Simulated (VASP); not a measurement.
Write the native input for VASP 6.6.1 that does the following.

| Quantity | Value |
| --- | --- |
| Task | single point |
| Functional | PBE |
| Dispersion | D3(BJ) |
| Potentials or basis | VASP PAW PBE potentials, release 64 (B, As) |
| Cutoff | 520 eV |
| k mesh | 8 × 8 × 8 |
| Occupations | gaussian, width 0.01 eV |
| Spin | no spin polarisation |
| Dipole correction | no |
| Further INCAR settings | ALGO = Normal; EDIFF = 1e-06; NBANDS = 11 |

The structure of BAs lies in POSCAR:

```
BAs
1.0
    0.0000000000      2.3820914785      2.3820914785
    2.3820914785      0.0000000000      2.3820914785
    2.3820914785      2.3820914785      0.0000000000
B As
1 1
Direct
    0.0000000000      0.0000000000      0.0000000000
    0.2500000000      0.2500000000      0.2500000000
```

One way to write it, as run:

INCAR

```
  PREC = Accurate
  ENCUT = 520
  EDIFF = 1E-6
  ISMEAR = 0
  SIGMA = 0.01
  LREAL = False
  LASPH = True
  NELM = 100
  ALGO = Normal
  ISIF = 2
  LWAVE = False
  LCHARG = True
  GGA = PE
  IVDW = 12
  LELF = True
  LVHAR = True
  NBANDS = 11
```

KPOINTS

```
regular mesh
0
Gamma
  8 8 8
```

Potentials or basis: VASP PAW PBE potentials, release 64 (B, As).

Launch:

```bash
$ cat potpaw_PBE.64/B/POTCAR potpaw_PBE.64/As/POTCAR > POTCAR
$ mpirun -np 1 vasp_std > vasp.out
```

Results of the run:

* Pressure: 0.7 GPa
* Band gap on the k mesh: 1.18 eV, indirect (least direct gap 3.29 eV)
* Dispersion energy per atom: -0.333 eV

Run time: 7.1 s on 1 thread of AMD EPYC 9R45 96-Core Processor (Zen 5) (shared host), peak memory 0.14 GiB.
